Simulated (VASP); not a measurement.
# I (Cmce) in VASP: single point with PBEsol

Aim: the single point of I with PBEsol.

Everything below comes from runs of VASP 6.6.1. Logs are shortened: lines on timing, memory, paths and dates and some standing lists are left out, and cuts for length are marked.

## 1. The cell of the first run

Symmetry: Cmce, No. 64, orthorhombic system. The conventional cell has a = 7.518 Å, b = 4.391 Å, c = 9.634 Å, α = 90.00°, β = 90.00°, γ = 90.00°. I (site symmetry m) has 3 I at 2.81 to 3.29 Å within 3.7 Å.

## 2. Single point, PBEsol

Contents of INCAR:

```
SYSTEM = I
PREC     = Accurate       ! precision mode
ENCUT    = 520            ! plane-wave cutoff, eV
EDIFF    = 1E-6           ! SCF threshold, eV
ISMEAR   = 0              ! smearing method
SIGMA    = 0.02           ! smearing width, eV
LREAL    = .False.        ! projectors in reciprocal space
LASPH    = .True.         ! aspherical terms in the spheres
NELM     = 60             ! most SCF steps
ALGO     = Normal         ! electronic algorithm
ISIF     = 2              ! what is computed and relaxed
LWAVE    = .False.        ! write WAVECAR
LCHARG   = .False.        ! write CHGCAR
GGA      = PS             ! functional
NBANDS   = 22             ! bands
```

Contents of KPOINTS:

```
regular mesh
0
Gamma
  8 8 4
  0 0 0
```

Contents of POSCAR:

```
I
1.0
    3.7589890137     -2.1952588659      0.0000000000
    3.7589890137      2.1952588659      0.0000000000
    0.0000000000      0.0000000000      9.6337569885
I
4
Direct
    0.8272079600      0.1727920400      0.8772221547
    0.3272079600      0.6727920400      0.6227778453
    0.1727920400      0.8272079600      0.1227778453
    0.6727920400      0.3272079600      0.3772221547
```

Potentials or basis: VASP PAW PBE potentials, release 64 (I).

The run is started by

```sh
$ cat potpaw_PBE.64/I/POTCAR > POTCAR
$ mpirun -np 1 vasp_std > vasp.out
```

OUTCAR:

```text
SYSTEM = I
   PREC = Accurate
   ENCUT = 520
   EDIFF = 1E-6
   ISMEAR = 0
   LREAL = .False.
   LASPH = .True.
   NELM = 60
   ISIF = 2
   GGA = PS

 ion  position               nearest neighbor table
   1  0.827  0.173  0.877-   3 2.81   2 3.29   2 3.29
   2  0.327  0.673  0.623-   4 2.81   1 3.29   1 3.29
   3  0.173  0.827  0.123-   1 2.81   4 3.29   4 3.29
   4  0.673  0.327  0.377-   2 2.81   3 3.29   3 3.29

  LATTYP: Found a base centered orthorhombic cell.
 ALAT       =     4.3905177318
 B/A-ratio  =     1.7123215271
 C/A-ratio  =     2.1942189001

  Lattice vectors:

 A1 = (  -3.7589890137,  -2.1952588659,   0.0000000000)
 A2 = (   3.7589890137,  -2.1952588659,   0.0000000000)
 A3 = (   0.0000000000,   0.0000000000,   9.6337569885)

Analysis of symmetry for initial positions (statically):
=====================================================================
 Subroutine PRICEL returns:
 Original cell was already a primitive cell.

 Routine SETGRP: Setting up the symmetry group for a
 base centered orthorhombic supercell.

 Subroutine GETGRP returns: Found  8 space group operations
 (whereof  4 operations were pure point group operations)
 out of a pool of  8 trial point group operations.

The static configuration has the point symmetry C_2h.
 The point group associated with its full space group is D_2h.

Analysis of symmetry for dynamics (positions and initial velocities):
=====================================================================
 Subroutine PRICEL returns:
 Original cell was already a primitive cell.

 Routine SETGRP: Setting up the symmetry group for a
 base centered orthorhombic supercell.

 Subroutine GETGRP returns: Found  8 space group operations
 (whereof  4 operations were pure point group operations)
 out of a pool of  8 trial point group operations.

The dynamic configuration has the point symmetry C_2h.
 The point group associated with its full space group is D_2h.

 Subroutine INISYM returns: Found  8 space group operations
 (whereof  4 operations are pure point group operations),
 and found     1 'primitive' translations

----------------------------------------------------------------------------------------

                                     Primitive cell

  volume of cell :     158.9946

  direct lattice vectors                    reciprocal lattice vectors
     3.758989014 -2.195258866  0.000000000     0.133014488 -0.227763572  0.000000000
     3.758989014  2.195258866  0.000000000     0.133014488  0.227763572  0.000000000
     0.000000000  0.000000000  9.633756989     0.000000000  0.000000000  0.103801663

  length of vectors
     4.353063277  4.353063277  9.633756989     0.263759547  0.263759547  0.103801663

  position of ions in fractional coordinates (direct lattice)
     0.827207960  0.172792040  0.877222155
     0.327207960  0.672792040  0.622777845
     0.172792040  0.827207960  0.122777845
     0.672792040  0.327207960  0.377222155

  ion indices of the primitive-cell ions
   primitive index   ion index
                 1           1
                 2           2
                 3           3
                 4           4

----------------------------------------------------------------------------------------

 KPOINTS: regular mesh

Automatic generation of k-mesh.
 Grid dimensions read from file:
 generate k-points for:    8    8    4

 Generating k-lattice:

  Cartesian coordinates                     Fractional coordinates (reciprocal lattice)
     0.016626811 -0.028470446  0.000000000     0.125000000  0.000000000  0.000000000
     0.016626811  0.028470446  0.000000000     0.000000000  0.125000000  0.000000000
     0.000000000  0.000000000  0.025950416     0.000000000  0.000000000  0.250000000

  Length of vectors
     0.032969943  0.032969943  0.025950416

  Shift w.r.t. Gamma in fractional coordinates (k-lattice)
     0.000000000  0.000000000  0.000000000

 Subroutine IBZKPT returns following result:
 ===========================================

 Found     63 irreducible k-points:

 Following reciprocal coordinates:
            Coordinates               Weight
  0.000000  0.000000  0.000000      1.000000
  0.125000  0.000000  0.000000      4.000000
  0.250000  0.000000  0.000000      4.000000
  0.375000  0.000000  0.000000      4.000000
  0.500000  0.000000  0.000000      2.000000
  0.125000  0.125000  0.000000      2.000000
[... 16 lines left out ...]
  0.125000  0.000000  0.250000      8.000000
  0.250000  0.000000  0.250000      8.000000
 [... further k-points ...]
   k-points           NKPTS =     63   k-points in BZ     NKDIM =     63   number of bands    NBANDS=     22
   number of dos      NEDOS =    301   number of ions     NIONS =      4
   total plane-waves  NPLWV =  73728
   dimension x,y,z NGX =    32 NGY =   32 NGZ =   72
   dimension x,y,z NGXF=    64 NGYF=   64 NGZF=  144
   ions per type =               4
   NGX,Y,Z   is equivalent  to a cutoff of  12.22, 12.22, 12.42 a.u.
   NGXF,Y,Z  is equivalent  to a cutoff of  24.44, 24.44, 24.85 a.u.
 SYSTEM =  I
   PREC   = accura    normal or accurate (medium, high low for compatibility)
   ISTART =      0    job   : 0-new  1-cont  2-samecut
   ICHARG =      2    charge: 1-file 2-atom 10-const
   ISPIN  =      1    spin polarized calculation?
   LNONCOLLINEAR =      F non collinear calculations
   LSORBIT =      F    spin-orbit coupling
   LASPH  =      T    aspherical Exc in radial PAW
   ENCUT  =  520.0 eV  38.22 Ry    6.18 a.u.   8.09  8.09 17.91*2*pi/ulx,y,z
   NELM   =     60;   NELMIN=  2; NELMDL= -5     # of ELM steps
   EDIFF  = 0.1E-05   stopping-criterion for ELM
   LREAL  =      F    real-space projection
   EDIFFG = 0.1E-04   stopping-criterion for IOM
   NSW    =      0    number of steps for IOM
   IBRION =     -1    ionic relax: 0-MD 1-quasi-New 2-CG
   NFREE  =      0    steps in history (QN), initial steepest desc. (CG)
   ISIF   =      2    stress and relaxation
   ISYM   =      2    0-nonsym 1-usesym 2-fastsym
   POTIM  = 0.5000    time-step for ionic-motion
   TEBEG  =    0.0;   TEEND  =   0.0 temperature during run
   PSTRESS=    0.0 pullay stress
   NELECT =      28.0000    total number of electrons
   NUPDOWN=      -1.0000    fix difference up-down
   EMIN   =  10.00;   EMAX   =-10.00  energy-range for DOS
   EFERMI =   0.00;   METHOD = LEGACY
   ISMEAR =     0;   SIGMA  =   0.02  broadening in eV -4-tet -1-fermi 0-gaus
   EFERMI_NEDOS =   21; number of points for ismear=-14 and -15
   IALGO  =     38    algorithm
   IMIX   =      4    mixing-type and parameters
     AMIX     =   0.40;   BMIX     =  1.00
     AMIX_MAG =   1.60;   BMIX_MAG =  1.00
  volume/ion in A,a.u.               =      39.75       268.24
  Fermi-wavevector in a.u.,A,eV,Ry     =   0.917628  1.734066 11.456667  0.842041
  Thomas-Fermi vector in A             =   2.042618
   LORBIT       =      0    0 simple, 1 ext, 2 COOP (PROOUT), +10 PAW based schemes
   GGA     = PS    functional components
   LHFCALC =     F    Hartree Fock is set to
   AEXX    =    0.0000 exact exchange contribution
   IVDW    =     0    specifies the selected vdW correction
   LEPSILON=     F    determine dielectric tensor
   LRPA    =     F    only Hartree local field effects (RPA)
 non-spin polarized calculation
 Gauss-broadening in eV      SIGMA  =   0.02
  energy-cutoff  :      520.00
  volume of cell :      158.99
 maximum number of plane-waves:      4308
   NGX = 17   NGY = 17   NGZ = 35

 number of electron      27.9999995 magnetization

 Free energy of the ion-electron system (eV)
  ---------------------------------------------------
  ext. energy  EPLUGINS =         0.00000000
  ---------------------------------------------------
  free energy    TOTEN  =        -7.02310469 eV

  energy without entropy =       -7.02310469  energy(sigma->0) =       -7.02310469

 E-fermi :   3.3476     XC(G=0):  -8.5206

 val. band max:        3.2412890906   @ k =   0.0000   0.0000   0.0000
 cond. band min:       4.0467681704   @ k =   0.5000   0.3750   0.0000
 fundamental gap:      0.8054790798
 Fermi energy:         3.3476452387

 k-point     1 :       0.0000    0.0000    0.0000
  band No.  band energies     occupation
      1     -10.5808      2.00000
      2      -9.7176      2.00000
      3      -9.0317      2.00000
      4      -7.4968      2.00000
      5      -1.5799      2.00000
      6       0.1410      2.00000
[... 14 lines left out ...]
     21      10.3016      0.00000
     22      11.0576      0.00000

 k-point     2 :       0.1250    0.0000    0.0000
  band No.  band energies     occupation
      1     -10.5046      2.00000
      2      -9.6872      2.00000
      3      -8.9751      2.00000
      4      -7.5675      2.00000
      5      -1.5477      2.00000
      6      -0.0684      2.00000
[... 14 lines left out ...]
     21      10.3189      0.00000
     22      10.4065      0.00000

 k-point     3 :       0.2500    0.0000    0.0000
  band No.  band energies     occupation
      1     -10.2927      2.00000
      2      -9.6243      2.00000
      3      -8.8200      2.00000
      4      -7.7694      2.00000
      5      -1.5583      2.00000
      6      -0.7825      2.00000
[... 14 lines left out ...]
     21      10.4127      0.00000
     22      10.8695      0.00000

 k-point     4 :       0.3750    0.0000    0.0000
  band No.  band energies     occupation
      1     -10.0020      2.00000
      2      -9.6102      2.00000
      3      -8.6023      2.00000
      4      -8.0560      2.00000
      5      -1.7284      2.00000
      6      -1.4527      2.00000
[... 14 lines left out ...]
     21      10.9411      0.00000
     22      11.7550      0.00000

 k-point     5 :       0.5000    0.0000    0.0000
  band No.  band energies     occupation
      1      -9.7374      2.00000
      2      -9.7374      2.00000
      3      -8.3474      2.00000
      4      -8.3474      2.00000
      5      -1.7741      2.00000
      6      -1.7741      2.00000
[... 417 lines left out ...]
 k-point    22 :       0.0000    0.0000    0.2500
  band No.  band energies     occupation
      1     -10.5073      2.00000
      2      -9.9669      2.00000
      3      -8.6980      2.00000
      4      -7.6860      2.00000
      5      -1.3489      2.00000
      6      -0.1546      2.00000
[... 14 lines left out ...]
     21      10.3194      0.00000
     22      10.7299      0.00000

 k-point    23 :       0.1250    0.0000    0.2500
  band No.  band energies     occupation
      1     -10.4334      2.00000
      2      -9.9164      2.00000
      3      -8.6700      2.00000
      4      -7.7378      2.00000
      5      -1.3800      2.00000
      6      -0.4246      2.00000
[... 14 lines left out ...]
     21      10.1848      0.00000
     22      10.3205      0.00000

 k-point    24 :       0.2500    0.0000    0.2500
  band No.  band energies     occupation
      1     -10.2299      2.00000
      2      -9.7929      2.00000
      3      -8.5995      2.00000
      4      -7.8928      2.00000
      5      -1.4942      2.00000
      6      -0.9061      2.00000
[... 14 lines left out ...]
     21      10.1510      0.00000
     22      10.5898      0.00000

 [... further k-points ...]
[... 5 lines left out ...]
  --------------------------------------------------------------------------------------
  -------------------------------------------------------------------------------------
  Total       -0.0039038     -0.0082417      0.0217409      0.0000000      0.0000000      0.0000000
  in kB       -0.0393387     -0.0830505      0.2190812      0.0000000      0.0000000      0.0000000
  external PRESSURE =       0.0322307 kB  Pullay stress =       0.0000000 kB

 VOLUME and BASIS-vectors are now :
 -----------------------------------------------------------------------------
  energy-cutoff  :      520.00
  volume of cell :      158.99
      direct lattice vectors                 reciprocal lattice vectors
     3.758989014 -2.195258866  0.000000000     0.133014488 -0.227763572  0.000000000
     3.758989014  2.195258866  0.000000000     0.133014488  0.227763572  0.000000000
     0.000000000  0.000000000  9.633756989     0.000000000  0.000000000  0.103801663

 POSITION                                       TOTAL-FORCE (eV/Angst)
 -----------------------------------------------------------------------------------
      3.75899     -1.43661      8.45095         0.000000      0.001355      0.003233
      3.75899      0.75865      5.99969         0.000000      0.001355     -0.003233
      3.75899      1.43661      1.18281         0.000000     -0.001355     -0.003233
      3.75899     -0.75865      3.63407         0.000000     -0.001355      0.003233
 -----------------------------------------------------------------------------------
    total drift:                                0.000000     -0.000000     -0.000000

  FREE ENERGIE OF THE ION-ELECTRON SYSTEM (eV)
  ---------------------------------------------------
  free  energy   TOTEN  =        -7.0231046856 eV

  energy  without entropy=       -7.0231046856  energy(sigma->0) =       -7.02310469
```

Run time: 2 min. Hardware: 1 thread of Intel Xeon Platinum 8375C at 2.90GHz (Ice Lake), shared host; peak memory 0.34 GiB.

What came out:

| Item | Value |
| --- | --- |
| Free energy | -7.0231 eV |
| Pressure | 0.0 GPa |
| Largest force | 0.004 eV/Å |
| Band gap on the k mesh | 0.81 eV, indirect (least direct gap 1.08 eV) |

Forces in eV/Å, atoms in the order of the input:
```
I    0.000  0.001  0.003
I    0.000  0.001 -0.003
I    0.000 -0.001 -0.003
I    0.000 -0.001  0.003
```

Caveat: the PAW data sets were made with another functional, which shifts forces and pressure a little; spin-orbit coupling is left out, which moves the levels of the heavy elements.
